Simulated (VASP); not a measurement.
Wanted: the native input for a VASP 6.6.1 run.

```
Task                   : single point
Functional             : PBEsol
Potentials or basis    : VASP PAW PBE potentials, release 64 (Li_sv, H)
Cutoff                 : 520 eV
k mesh                 : 9 × 9 × 2
Occupations            : gaussian, width 0.05 eV
Spin                   : no spin polarisation
Dipole correction      : no
Further INCAR settings : ALGO = Normal; EDIFF = 1e-07; NBANDS = 24; ISYM = 0
```

The structure of LiH lies in POSCAR:

```
LiH
1.0
    1.9895719486     -1.9895719486      0.0000000000
    1.9895719486      0.0000000000     -1.9895719486
    8.9530737685      6.9635018199      7.9582877942
Li H
6 6
Direct
    0.7708250000      0.0000000000      0.4583500000
    0.1874916667      0.3333333333      0.2916833333
    0.3541583333      0.6666666667      0.6250166667
    0.5208250000      1.0000000000      0.9583500000
   -0.0625083333      0.3333333333      0.7916833333
    0.6041583333      0.6666666667      0.1250166667
    0.4791583333      0.6666666667      0.3750166667
   -0.1041750000      0.0000000000      0.2083500000
    0.0624916667      0.3333333333      0.5416833333
    0.2291583333      0.6666666667      0.8750166667
    0.6458250000      1.0000000000      0.7083500000
    0.3124916667      0.3333333333      0.0416833333
```

This cell differs from its parent crystal: the part above a cut slid along it.

The input as run:

INCAR

```
SYSTEM = LiH
PREC = Accurate
ENCUT = 520
EDIFF = 1E-7
ISMEAR = 0
SIGMA = 0.05
LREAL = .FALSE.
LASPH = .TRUE.
NELM = 100
ALGO = Normal
ISIF = 2
LWAVE = .FALSE.
LCHARG = .FALSE.
GGA = PS
NBANDS = 24
ISYM = 0
```

KPOINTS

```
regular mesh
0
G
  9 9 2
  0 0 0
```

Potentials or basis: VASP PAW PBE potentials, release 64 (Li_sv, H).

Command:

```bash
$ cat potpaw_PBE.64/Li_sv/POTCAR potpaw_PBE.64/H/POTCAR > POTCAR
$ mpirun -np 1 vasp_std > vasp.out
```

It gave:

* Largest force: 2.392 eV/Å
* Band gap on the k mesh: 2.78 eV (least direct gap 2.91 eV)

Caveat: the cell differs from its parent crystal (the part above a cut slid along it); the PAW data sets were made with another functional, which shifts forces and pressure a little.

Wall time 8.2 min on 1 thread of Oxide Virtual Turin-like Processor, on a shared host, peak memory 0.27 GiB.
